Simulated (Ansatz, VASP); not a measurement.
ScAl3: VASP beside Ansatz

```
CELL_PARAMETERS angstrom
5.24466 0.00000 0.00000
-2.62233 4.54201 0.00000
0.00000 0.00000 5.08972
ATOMIC_POSITIONS crystal
Sc 0.00000 0.00000 0.00000
Al 0.16650 0.83350 0.50000
Al 0.16650 0.33299 0.50000
Al 0.66701 0.83350 0.50000
```

Alike in both runs: task relaxation of cell and atoms; functional PBE; k mesh 12 × 12 × 10; occupations gaussian, width 0.1 eV; no spin polarisation.

|  | VASP | Ansatz |
| --- | --- | --- |
| version | VASP 6.6.1 | Ansatz 0.2.0 |
| potentials or method | VASP PAW PBE potentials, release 64 (Sc_sv, Al), cutoff 600 eV | scalar-relativistic, plane waves, PAW |
| valence electrons in the cell | 20 | 20 |

```tsv
	VASP	Ansatz	Ansatz less VASP
gap on the k mesh at the Fermi level, each at its own relaxed structure (eV)	none	none	-
relaxed volume (Å³/atom)	30.31	30.31	0.000
relaxed length of the cell vector where the two differ most in proportion (Å)	5.245	5.245	0.0000
```

A gap of «none» marks a metal or a gap that the smearing closes.

Noted on VASP's run: the relaxation stopped at its first step, so nothing moved.
